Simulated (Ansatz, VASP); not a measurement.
## One calculation of Ge, two programs

```xyz
8
Lattice="4.1826 0.0000 0.0000 0.0000 6.8833 0.0000 0.0000 0.0000 7.8749" Properties=species:S:1:pos:R:3 pbc="T T T"
Ge    1.0456    6.1837    0.8609
Ge    3.1370    0.6996    0.8609
Ge    1.0456    4.1412    4.7983
Ge    3.1370    2.7421    4.7983
Ge    3.1370    2.7421    7.3347
Ge    1.0456    4.1412    7.3347
Ge    3.1370    0.6996    3.3973
Ge    1.0456    6.1837    3.3973
```

Alike in both runs: functional PBE; k mesh 4 × 4 × 4; occupations gaussian, width 0.1 eV; no spin polarisation.

Ansatz relaxed the structure, and its values are those at the end. VASP's run is a single point on that final structure, the one shown.

|  | VASP | Ansatz |
| --- | --- | --- |
| version | VASP 6.6.1 | Ansatz 0.2.0 |
| potentials or method | VASP PAW PBE potentials, release 64 (Ge_d), cutoff 520 eV | scalar-relativistic, plane waves, PAW |
| valence electrons in the cell | 112 | 112 |

```csv
,VASP,Ansatz,Ansatz less VASP
gap on the k mesh at the Fermi level (eV),none,none,-
pressure (GPa),0.0,0.1,+0.03
rms of the force components (eV/Å),0.016,0.015,-0.0009
```

A gap of «none» marks a metal or a gap that the smearing closes.

The k mesh is coarse, so the values compare programs but aren't converged.
